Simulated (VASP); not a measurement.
TaN, 2 atoms in the cell. The structure is hexagonal, space group P-6m2 (No. 187). The conventional cell has a = 2.955 Å, b = 2.955 Å, c = 2.903 Å, α = 90.00°, β = 90.00°, γ = 120.00°. Ta (site symmetry -6m2) has 6 N at 2.24 Å and 8 Ta at 2.90 to 2.95 Å within 3.0 Å. N (site symmetry -6m2) has 6 Ta at 2.24 Å and 8 N at 2.90 to 2.95 Å within 3.0 Å. 

| Quantity | Value |
| --- | --- |
| Program | VASP 6.6.1 |
| Task | single point |
| Functional | BLYP |
| Dispersion | D4 |
| Potentials or basis | VASP PAW PBE potentials, release 64 (Ta_pv, N) |
| Cutoff | 520 eV |
| k mesh | 10 × 10 × 9 |
| Occupations | gaussian, width 0.1 eV |
| Spin | no spin polarisation |
| Dipole correction | no |
| Further INCAR settings | ALGO = Normal; EDIFF = 1e-06; NBANDS = 15 |

Potentials or basis: VASP PAW PBE potentials, release 64 (Ta_pv, N).

Command:

```sh
$ cat potpaw_PBE.64/Ta_pv/POTCAR potpaw_PBE.64/N/POTCAR > POTCAR
$ mpirun -np 1 vasp_std > vasp.out
```

Hardware: 1 thread of Intel Xeon 8259CL, on a shared host.

Question: Estimate the wall time of this run.

Answer: Run time: 44 s on 1 thread of Intel Xeon 8259CL, with other jobs on the host, peak memory 0.16 GiB. Counts: scf iterations 13, k points 70.
